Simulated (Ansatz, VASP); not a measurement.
## Ru: VASP beside Ansatz

```
CELL_PARAMETERS angstrom
2.72372 0.00000 0.00000
-1.36186 2.35881 0.00000
0.00000 0.00000 4.31026
ATOMIC_POSITIONS crystal
Ru 0.33333 0.66667 0.25000
Ru 0.66667 0.33333 0.75000
```

Change from the starting cell: volume scaled by 1.02.

Alike in both runs: task single point; functional PBEsol; k mesh 14 × 14 × 8; occupations fermi-dirac, width 0.03 eV; no spin polarisation.

```csv
,VASP,Ansatz
version,VASP 6.6.1,Ansatz 0.2.0
potentials or method,"VASP PAW PBE potentials, release 64 (Ru_pv), cutoff 520 eV","all-electron LAPW, scalar-relativistic"
```

|  | VASP | Ansatz | Ansatz less VASP |
| --- | --- | --- | --- |
| pressure (GPa) | -12.3 | -12.3 | +0.10 |
| traceless stress, the component that is largest in VASP (GPa) | -1.56 | -1.58 | -0.029 |

VASP's potentials were made for PBE, not for PBEsol. Ansatz ran all-electron here, and VASP with PAW potentials.
